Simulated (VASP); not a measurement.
# Ir (I4/mmm) in VASP: a series of runs

Ir is run at these levels: PBEsol; tasks: single point.

All numbers are computed with VASP 6.6.1; they aren't measurements. Logs are shortened: lines on timing, memory, paths and dates and some standing lists are left out, and cuts for length are marked.

## Step 1: The cell of the first run

It takes space group I4/mmm (No. 139, tetragonal). The conventional cell has a = 2.715 Å, b = 2.715 Å, c = 4.415 Å, α = 90.00°, β = 90.00°, γ = 90.00°. Within 3.6 Å of Ir (site symmetry 4/mmm) lie 12 Ir at 2.71 to 2.93 Å.

## Step 2: Single point, PBEsol (strain +0.1500 x Voigt [0, 0, 1, 0, 0, 0])

Contents of INCAR:

```
SYSTEM = Ir
ALGO = Fast
EDIFF = 1E-6
ENCUT = 520
GGA = PS
ISIF = 2
ISMEAR = 0
LASPH = .TRUE.
LCHARG = .TRUE.
LELF = .TRUE.
LREAL = .FALSE.
LVHAR = .TRUE.
LWAVE = .FALSE.
NBANDS = 10
NELM = 80
PREC = Accurate
SIGMA = 0.15
```

Contents of KPOINTS:

```
k-points
0
G
  22 22 22
  0 0 0
```

Contents of POSCAR:

```
Ir
1.0
    0.0000000000      1.9197000000      2.2076550000
    1.9197000000      0.0000000000      2.2076550000
    1.9197000000      1.9197000000      0.0000000000
Ir
1
Direct
    0.0000000000      0.0000000000      0.0000000000
```

Potentials or basis: VASP PAW PBE potentials, release 64 (Ir).

Started as:

```console
cat potpaw_PBE.64/Ir/POTCAR > POTCAR
mpirun -np 1 vasp_std > vasp.out
```

OUTCAR:

```text
SYSTEM = Ir
   EDIFF = 1E-6
   ENCUT = 520
   GGA = PS
   ISIF = 2
   ISMEAR = 0
   LASPH = .TRUE.
   LREAL = .FALSE.
   NELM = 80
   PREC = Accurate

 ion  position               nearest neighbor table
   1  0.000  0.000  0.000-

  LATTYP: Found a body centered tetragonal cell.
 ALAT       =     2.7148657757
 C/A-ratio  =     1.6263455967

  Lattice vectors:

 A1 = (  -1.9197000000,   0.0000000000,   2.2076550000)
 A2 = (   1.9197000000,   0.0000000000,   2.2076550000)
 A3 = (   0.0000000000,   1.9197000000,  -2.2076550000)

Analysis of symmetry for initial positions (statically):
=====================================================================
 Subroutine PRICEL returns:
 Original cell was already a primitive cell.

 Routine SETGRP: Setting up the symmetry group for a
 body centered tetragonal supercell.

 Subroutine GETGRP returns: Found 16 space group operations
 (whereof 16 operations were pure point group operations)
 out of a pool of 16 trial point group operations.

The static configuration has the point symmetry D_4h.

Analysis of symmetry for dynamics (positions and initial velocities):
=====================================================================
 Subroutine PRICEL returns:
 Original cell was already a primitive cell.

 Routine SETGRP: Setting up the symmetry group for a
 body centered tetragonal supercell.

 Subroutine GETGRP returns: Found 16 space group operations
 (whereof 16 operations were pure point group operations)
 out of a pool of 16 trial point group operations.

The dynamic configuration has the point symmetry D_4h.

 Subroutine INISYM returns: Found 16 space group operations
 (whereof 16 operations are pure point group operations),
 and found     1 'primitive' translations

----------------------------------------------------------------------------------------

                                     Primitive cell

  volume of cell :      16.2715

  direct lattice vectors                    reciprocal lattice vectors
     0.000000000  1.919700000  2.207655000    -0.260457363  0.260457363  0.226484664
     1.919700000  0.000000000  2.207655000     0.260457363 -0.260457363  0.226484664
     1.919700000  1.919700000  0.000000000     0.260457363  0.260457363 -0.226484664

  length of vectors
     2.925574933  2.925574933  2.714865776     0.432401872  0.432401872  0.432401872

  position of ions in fractional coordinates (direct lattice)
     0.000000000  0.000000000  0.000000000

  ion indices of the primitive-cell ions
   primitive index   ion index
                 1           1

----------------------------------------------------------------------------------------

 KPOINTS: k-points

Automatic generation of k-mesh.
 Grid dimensions read from file:
 generate k-points for:   22   22   22

 Generating k-lattice:

  Cartesian coordinates                     Fractional coordinates (reciprocal lattice)
    -0.011838971  0.011838971  0.010294757     0.045454545  0.000000000  0.000000000
     0.011838971 -0.011838971  0.010294757     0.000000000  0.045454545  0.000000000
     0.011838971  0.011838971 -0.010294757    -0.000000000 -0.000000000  0.045454545

  Length of vectors
     0.019654631  0.019654631  0.019654631

  Shift w.r.t. Gamma in fractional coordinates (k-lattice)
     0.000000000  0.000000000  0.000000000

 Subroutine IBZKPT returns following result:
 ===========================================

 Found    834 irreducible k-points:

 Following reciprocal coordinates:
            Coordinates               Weight
  0.000000  0.000000  0.000000      1.000000
  0.045455  0.000000  0.000000      8.000000
  0.090909  0.000000  0.000000      8.000000
  0.136364  0.000000  0.000000      8.000000
  0.181818  0.000000  0.000000      8.000000
  0.227273  0.000000  0.000000      8.000000
[... 16 lines left out ...]
  0.500000  0.045455  0.000000      8.000000
 -0.454545  0.045455  0.000000      8.000000
 [... further k-points ...]
   k-points           NKPTS =    834   k-points in BZ     NKDIM =    834   number of bands    NBANDS=     10
   number of dos      NEDOS =    301   number of ions     NIONS =      1
   total plane-waves  NPLWV =  11520
   dimension x,y,z NGX =    24 NGY =   24 NGZ =   20
   dimension x,y,z NGXF=    48 NGYF=   48 NGZF=   40
   ions per type =               1
   NGX,Y,Z   is equivalent  to a cutoff of  13.64, 13.64, 12.25 a.u.
   NGXF,Y,Z  is equivalent  to a cutoff of  27.28, 27.28, 24.49 a.u.
 SYSTEM =  Ir
   PREC   = accura    normal or accurate (medium, high low for compatibility)
   ISTART =      0    job   : 0-new  1-cont  2-samecut
   ICHARG =      2    charge: 1-file 2-atom 10-const
   ISPIN  =      1    spin polarized calculation?
   LNONCOLLINEAR =      F non collinear calculations
   LSORBIT =      F    spin-orbit coupling
   LASPH  =      T    aspherical Exc in radial PAW
   ENCUT  =  520.0 eV  38.22 Ry    6.18 a.u.   5.44  5.44  5.05*2*pi/ulx,y,z
   NELM   =     80;   NELMIN=  2; NELMDL= -5     # of ELM steps
   EDIFF  = 0.1E-05   stopping-criterion for ELM
   LREAL  =      F    real-space projection
   EDIFFG = 0.1E-04   stopping-criterion for IOM
   NSW    =      0    number of steps for IOM
   IBRION =     -1    ionic relax: 0-MD 1-quasi-New 2-CG
   NFREE  =      0    steps in history (QN), initial steepest desc. (CG)
   ISIF   =      2    stress and relaxation
   ISYM   =      2    0-nonsym 1-usesym 2-fastsym
   POTIM  = 0.5000    time-step for ionic-motion
   TEBEG  =    0.0;   TEEND  =   0.0 temperature during run
   PSTRESS=    0.0 pullay stress
   NELECT =       9.0000    total number of electrons
   NUPDOWN=      -1.0000    fix difference up-down
   EMIN   =  10.00;   EMAX   =-10.00  energy-range for DOS
   EFERMI =   0.00;   METHOD = LEGACY
   ISMEAR =     0;   SIGMA  =   0.15  broadening in eV -4-tet -1-fermi 0-gaus
   EFERMI_NEDOS =   21; number of points for ismear=-14 and -15
   IALGO  =     68    algorithm
   IMIX   =      4    mixing-type and parameters
     AMIX     =   0.40;   BMIX     =  1.00
     AMIX_MAG =   1.60;   BMIX_MAG =  1.00
  volume/ion in A,a.u.               =      16.27       109.81
  Fermi-wavevector in a.u.,A,eV,Ry     =   1.343836  2.539482 24.570706  1.805896
  Thomas-Fermi vector in A             =   2.471878
   LORBIT       =      0    0 simple, 1 ext, 2 COOP (PROOUT), +10 PAW based schemes
   GGA     = PS    functional components
   LHFCALC =     F    Hartree Fock is set to
   AEXX    =    0.0000 exact exchange contribution
   IVDW    =     0    specifies the selected vdW correction
   LEPSILON=     F    determine dielectric tensor
   LRPA    =     F    only Hartree local field effects (RPA)
 non-spin polarized calculation
 RMM-DIIS sequential band-by-band and
 Gauss-broadening in eV      SIGMA  =   0.15
  energy-cutoff  :      520.00
  volume of cell :       16.27
 maximum number of plane-waves:       453
 NGX is ok and might be reduce to    24
   NGX = 11   NGY = 11   NGZ = 11

 number of electron       9.0000000 magnetization

 Free energy of the ion-electron system (eV)
  ---------------------------------------------------
  ext. energy  EPLUGINS =         0.00000000
  ---------------------------------------------------
  free energy    TOTEN  =        -9.35812537 eV

  energy without entropy =       -9.34294316  energy(sigma->0) =       -9.35053427

 E-fermi :   7.9429     XC(G=0): -13.2842

 val. band max:        7.9419621140   @ k =  -0.2273   0.0000   0.0909
 cond. band min:       7.9447846658   @ k =   0.3182   0.0909   0.0455
 fundamental gap:      0.0028225518
 Fermi energy:         7.9428788585

 k-point     1 :       0.0000    0.0000    0.0000
  band No.  band energies     occupation
      1      -1.7573      2.00000
      2       3.8201      2.00000
      3       5.4968      2.00000
      4       5.4968      2.00000
      5       5.8734      2.00000
      6       7.9557      0.90373
      7      22.7872      0.00000
      8      25.1468      0.00000
      9      28.3814      0.00000
     10      28.3814      0.00000

 k-point     2 :       0.0455    0.0000    0.0000
  band No.  band energies     occupation
      1      -1.6766      2.00000
      2       3.8467      2.00000
      3       5.4568      2.00000
      4       5.5283      2.00000
      5       5.8766      2.00000
      6       7.9182      1.18416
      7      22.9109      0.00000
      8      25.1832      0.00000
      9      27.8975      0.00000
     10      28.5082      0.00000

 k-point     3 :       0.0909    0.0000    0.0000
  band No.  band energies     occupation
      1      -1.4391      2.00000
      2       3.9179      2.00000
      3       5.3310      2.00000
      4       5.6183      2.00000
      5       5.9141      2.00000
      6       7.8142      1.77497
      7      23.2518      0.00000
      8      25.1159      0.00000
      9      27.1413      0.00000
     10      28.8756      0.00000

 k-point     4 :       0.1364    0.0000    0.0000
  band No.  band energies     occupation
      1      -1.0600      2.00000
      2       4.0123      2.00000
      3       5.1314      2.00000
      4       5.7510      2.00000
      5       6.0329      2.00000
      6       7.6704      1.98980
      7      23.7099      0.00000
      8      24.4329      0.00000
      9      27.0607      0.00000
     10      29.4409      0.00000

 k-point     5 :       0.1818    0.0000    0.0000
  band No.  band energies     occupation
      1      -0.5692      2.00000
      2       4.1129      2.00000
      3       4.8982      2.00000
      4       5.8937      2.00000
      5       6.2653      2.00000
      6       7.5327      1.99989
      7      23.2386      0.00000
      8      24.0910      0.00000
      9      27.6134      0.00000
     10      30.1243      0.00000

 k-point     6 :       0.2273    0.0000    0.0000
  band No.  band energies     occupation
      1      -0.0202      2.00000
      2       4.2375      2.00000
      3       4.6742      2.00000
      4       5.9915      2.00000
      5       6.6206      2.00000
      6       7.4670      1.99999
      7      21.8511      0.00000
      8      24.0871      0.00000
      9      28.3962      0.00000
     10      29.7892      0.00000
[... 183 lines left out ...]
 k-point    21 :       0.4091    0.0455    0.0000
  band No.  band energies     occupation
      1       1.2390      2.00000
      2       4.0735      2.00000
      3       5.7840      2.00000
      4       6.0042      2.00000
      5       8.2027      0.01430
      6       8.3490      0.00013
      7      16.2365      0.00000
      8      21.9463      0.00000
      9      27.2649      0.00000
     10      28.2768      0.00000

 k-point    22 :       0.4545    0.0455    0.0000
  band No.  band energies     occupation
      1       1.2928      2.00000
      2       4.0169      2.00000
      3       5.6817      2.00000
      4       6.7993      2.00000
      5       8.3249      0.00032
      6       8.8123      0.00000
      7      14.9355      0.00000
      8      21.5445      0.00000
      9      26.4929      0.00000
     10      27.9711      0.00000

 k-point    23 :       0.5000    0.0455    0.0000
  band No.  band energies     occupation
      1       1.3086      2.00000
      2       4.0022      2.00000
      3       5.6201      2.00000
      4       7.2468      2.00000
      5       8.3569      0.00009
      6       9.2062      0.00000
      7      14.1489      0.00000
      8      21.3378      0.00000
      9      26.0049      0.00000
     10      27.9164      0.00000

 k-point    24 :      -0.4545    0.0455    0.0000
  band No.  band energies     occupation
      1       1.3135      2.00000
      2       4.0241      2.00000
      3       5.6092      2.00000
      4       7.1064      2.00000
      5       8.2847      0.00127
      6       9.3768      0.00000
      7      14.2015      0.00000
      8      21.3513      0.00000
      9      25.8849      0.00000
     10      28.1489      0.00000

 [... further k-points ...]

------------------------ aborting loop because EDIFF is reached ----------------------------------------

  FORCE on cell =-STRESS in cart. coord.  units (eV):
  Direction    XX          YY          ZZ          XY          YZ          ZX
  --------------------------------------------------------------------------------------
  -------------------------------------------------------------------------------------
  Total       -2.4578894     -2.4578894     -5.6922327      0.0000000      0.0000000     -0.0000000
  in kB     -242.0165115   -242.0165115   -560.4866845      0.0000000      0.0000000     -0.0000000
  external PRESSURE =    -348.1732359 kB  Pullay stress =       0.0000000 kB

 VOLUME and BASIS-vectors are now :
 -----------------------------------------------------------------------------
  energy-cutoff  :      520.00
  volume of cell :       16.27
      direct lattice vectors                 reciprocal lattice vectors
     0.000000000  1.919700000  2.207655000    -0.260457363  0.260457363  0.226484664
     1.919700000  0.000000000  2.207655000     0.260457363 -0.260457363  0.226484664
     1.919700000  1.919700000  0.000000000     0.260457363  0.260457363 -0.226484664

 POSITION                                       TOTAL-FORCE (eV/Angst)
 -----------------------------------------------------------------------------------
      0.00000      0.00000      0.00000         0.000000     -0.000000      0.000000
 -----------------------------------------------------------------------------------
    total drift:                                0.000000      0.000000     -0.000000

  FREE ENERGIE OF THE ION-ELECTRON SYSTEM (eV)
  ---------------------------------------------------
  free  energy   TOTEN  =        -9.3581253693 eV

  energy  without entropy=       -9.3429431646  energy(sigma->0) =       -9.35053427
```

Wall time 3 min (1 thread of Intel Xeon 8259CL, shared host); peak memory 0.26 GiB.

What came out:

* Free energy: -9.3581 eV
* Pressure: -34.8 GPa
* Band gap on the k mesh: zero (an odd number of electrons rules out a gap without spin polarisation)

Caveat: the cell differs from its parent crystal (strain +0.1500 x Voigt [0, 0, 1, 0, 0, 0]); the cell stands under tension; the PAW data sets were made with another functional, which shifts forces and pressure a little; spin-orbit coupling is left out, which moves the levels of the heavy elements.

## Step 3: Single point, PBEsol (strain -0.0750 x Voigt [0, 0, 1, 0, 0, 0])

Contents of INCAR:

```
ALGO = Normal
EDIFF = 1E-6
ENCUT = 520
GGA = PS
ISIF = 2
ISMEAR = 0
LASPH = T
LCHARG = F
LREAL = F
LWAVE = F
NBANDS = 10
NELM = 60
PREC = Accurate
SIGMA = 0.15
```

Contents of KPOINTS:

```
k-points
0
Gamma
  22 22 22
```

Contents of POSCAR:

```
Ir
1.0
    0.0000000000      1.9197000000      1.7757225000
    1.9197000000      0.0000000000      1.7757225000
    1.9197000000      1.9197000000      0.0000000000
Ir
1
Direct
    0.0000000000      0.0000000000      0.0000000000
```

Potentials or basis: VASP PAW PBE potentials, release 64 (Ir).

Started as:

```console
cat potpaw_PBE.64/Ir/POTCAR > POTCAR
mpirun -np 1 vasp_std > vasp.out
```

OUTCAR:

```text
EDIFF = 1E-6
   ENCUT = 520
   GGA = PS
   ISIF = 2
   ISMEAR = 0
   LASPH = T
   LREAL = F
   NELM = 60
   PREC = Accurate

 ion  position               nearest neighbor table
   1  0.000  0.000  0.000-

  LATTYP: Found a body centered tetragonal cell.
 ALAT       =     2.7148657757
 C/A-ratio  =     1.3081475452

  Lattice vectors:

 A1 = (   0.0000000000,  -1.9197000000,  -1.7757225000)
 A2 = (   0.0000000000,   1.9197000000,  -1.7757225000)
 A3 = (   1.9197000000,   0.0000000000,   1.7757225000)

[... 489 lines left out ...]
     10      32.6910      0.00000

 [... further k-points ...]

------------------------ aborting loop because EDIFF is reached ----------------------------------------

  FORCE on cell =-STRESS in cart. coord.  units (eV):
  Direction    XX          YY          ZZ          XY          YZ          ZX
  --------------------------------------------------------------------------------------
  -------------------------------------------------------------------------------------
  Total        2.0238168      2.0238168      4.7909412      0.0000000      0.0000000     -0.0000000
  in kB      247.7478852    247.7478852    586.4886343      0.0000000      0.0000000     -0.0000000
  external PRESSURE =     360.6614683 kB  Pullay stress =       0.0000000 kB

 VOLUME and BASIS-vectors are now :
 -----------------------------------------------------------------------------
  energy-cutoff  :      520.00
  volume of cell :       13.09
      direct lattice vectors                 reciprocal lattice vectors
     0.000000000  1.919700000  1.775722500    -0.260457363  0.260457363  0.281575528
     1.919700000  0.000000000  1.775722500     0.260457363 -0.260457363  0.281575528
     1.919700000  1.919700000  0.000000000     0.260457363  0.260457363 -0.281575528

 POSITION                                       TOTAL-FORCE (eV/Angst)
 -----------------------------------------------------------------------------------
      0.00000      0.00000      0.00000         0.000000      0.000000      0.000000
 -----------------------------------------------------------------------------------
    total drift:                                0.000000      0.000000      0.000000

  FREE ENERGIE OF THE ION-ELECTRON SYSTEM (eV)
  ---------------------------------------------------
  free  energy   TOTEN  =        -9.6473122265 eV

  energy  without entropy=       -9.6366817126  energy(sigma->0) =       -9.64199697
```

OSZICAR:

```text
N       E                     dE             d eps       ncg     rms          rms(c)
DAV:   1     0.484470995826E+02    0.48447E+02   -0.44560E+03 16800   0.832E+02
DAV:   2    -0.936508599615E+01   -0.57812E+02   -0.55200E+02 17142   0.202E+02
DAV:   3    -0.102212510449E+02   -0.85617E+00   -0.85243E+00 19360   0.296E+01
DAV:   4    -0.102289716817E+02   -0.77206E-02   -0.77190E-02 19066   0.262E+00
DAV:   5    -0.102291170752E+02   -0.14539E-03   -0.14539E-03 19610   0.342E-01    0.196E+01
DAV:   6    -0.976092847342E+01    0.46819E+00   -0.69805E-01 18754   0.104E+01    0.841E+00
DAV:   7    -0.965471091536E+01    0.10622E+00   -0.27416E-01 21084   0.593E+00    0.150E+00
DAV:   8    -0.965113673596E+01    0.35742E-02   -0.19510E-03 18166   0.510E-01    0.104E+00
DAV:   9    -0.964731521691E+01    0.38215E-02   -0.24092E-03 18460   0.723E-01    0.411E-02
DAV:  10    -0.964731040781E+01    0.48091E-05   -0.13960E-05 24472   0.393E-02    0.102E-02
DAV:  11    -0.964731225266E+01   -0.18449E-05   -0.94556E-07 14160   0.606E-03    0.707E-04
DAV:  12    -0.964731222650E+01    0.26167E-07   -0.26557E-08  8898   0.185E-03
   1 F= -.96473122E+01 E0= -.96419970E+01  d E =-.106305E-01
```

It took 2.1 min on 1 thread of Intel Xeon 8259CL, shared host; peak memory 0.23 GiB.

Results:

```yaml
Free_energy: -9.6473 eV
Pressure: 36.1 GPa
Band_gap_on_the_k_mesh: zero (an odd number of electrons rules out a gap without spin polarisation)
```

Caveat: the cell differs from its parent crystal (strain -0.0750 x Voigt [0, 0, 1, 0, 0, 0]); the cell stands under pressure; the PAW data sets were made with another functional, which shifts forces and pressure a little; spin-orbit coupling is left out, which moves the levels of the heavy elements.
